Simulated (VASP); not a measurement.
The system is TaO4F.

```xyz
6
Lattice="-2.3718 2.3718 3.2141 2.3718 -2.3718 3.2141 2.3718 2.3718 -3.2141" Properties=species:S:1:pos:R:3 pbc="T T T"
Ta    0.0000    0.0000    0.0000
F     2.3718    0.0000    1.6070
O     1.1005    1.2855    0.7585
O    -1.0863    1.2713    2.4555
O     1.2713    1.0863    3.9726
O     3.4581    1.1005   -0.7585
```

- Program: VASP 6.6.1
- Task: relaxation of cell and atoms
- Functional: r2SCAN
- Potentials or basis: VASP PAW PBE potentials, release 64 (Ta_pv, F, O)
- Cutoff: 600 eV
- k mesh: 5 × 5 × 5
- Occupations: fermi-dirac, width 0.1 eV
- Spin: no spin polarisation

At the start: pressure 7.3 GPa; volume 12.05 Å³/atom.

**Question.** How do energy, volume and symmetry change on relaxing?

**Answer.** Over 25 steps the energy falls by 280.2 meV/atom and the volume is 10.21 Å³/atom (-15.3 %); space group I-4 (No. 82, to 0.1 Å) before and after.

Step by step:
```
step  energy change (eV)  largest force (eV/Å)  pressure (GPa)  volume (Å³)
   1              0.0000                1.3145            7.30        72.32
   2              0.2353                2.0499          -14.11        78.21
   3             -0.1029                0.5747           -1.44        74.29
   4             -0.1030                0.5688           -1.24        74.24
   5             -0.1613                0.5108           -0.95        73.94
   6             -0.2983                0.3684           -0.01        73.04
   7             -0.4652                0.3469            1.51        71.24
   8             -0.7505                0.6247            1.52        67.60
   9             -0.9931                1.3237           -9.82        60.21
  10             -0.9531                0.2311            5.44        65.95
  11             -1.2652                0.4295           -0.20        63.09
  12             -1.2886                0.7340           -3.84        61.65
  13             -1.2948                0.5203           -1.48        62.53
  14             -1.3453                0.5355           -1.95        62.24
  15             -1.4310                0.6149           -2.90        61.50
  16             -1.4064                0.8757           -3.47        59.94
  17             -1.4583                0.6892           -3.02        60.96
  18             -1.4991                0.6189           -1.72        60.78
  19             -1.5823                0.5227            2.34        60.24
  20             -1.5754                0.9705           11.01        59.17
  21             -1.6079                0.6524            6.31        59.73
  22             -1.6613                0.3321            2.91        60.50
  23             -1.6809                0.0274           -0.62        61.36
  24             -1.6809                0.0272           -0.48        61.33
  25             -1.6813                0.0228           -0.25        61.27
```

Final structure:
```
Ta F O
1.0
    -2.48544    2.48544    2.47941
     2.48544   -2.48544    2.47941
     2.48544    2.48544   -2.47941
Ta F O
1 1 4
Direct
  0.00000 0.00000 0.00000
  0.25000 0.75000 0.50000
  0.49238 0.44056 0.39753
  0.55944 0.95698 0.05182
  0.04302 0.09484 0.60247
  0.90516 0.50762 0.94818
```

Caveat: the volume moved by over 15 % at a fixed basis, so the end points are rough; the PAW data sets were made with another functional, which shifts forces and pressure a little.
